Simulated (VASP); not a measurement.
# Cu: single point with PBE

Cu:

```
CELL_PARAMETERS angstrom
-1.44279 1.44279 1.37608
1.44279 -1.44279 1.37608
1.44279 1.44279 -1.37608
ATOMIC_POSITIONS crystal
Cu 0.00000 0.00000 0.00000
```

```
Program                : VASP 6.6.1
Task                   : single point
Functional             : PBE
Potentials or basis    : VASP PAW PBE potentials, release 64 (Cu)
Cutoff                 : 520 eV
k mesh                 : 13 × 13 × 13
Occupations            : gaussian, width 0.015 eV
Spin                   : no spin polarisation
Dipole correction      : no
Further INCAR settings : ALGO = Fast; EDIFF = 1e-06; NBANDS = 12
```

```yaml
Pressure: 8.3 GPa
```

Levels at points of the mesh, in eV from the Fermi level:
```csv
k point,band 3,band 4,band 5,band 6,band 7,band 8,band 9,band 10
"(0.00, 0.00, 0.00)",-3.06,-3.06,-2.19,-1.99,24.93,24.93,26.18,29.00
```

Run time: 46 s on 1 thread of Intel Xeon 8259CL (shared host), peak memory 0.14 GiB.
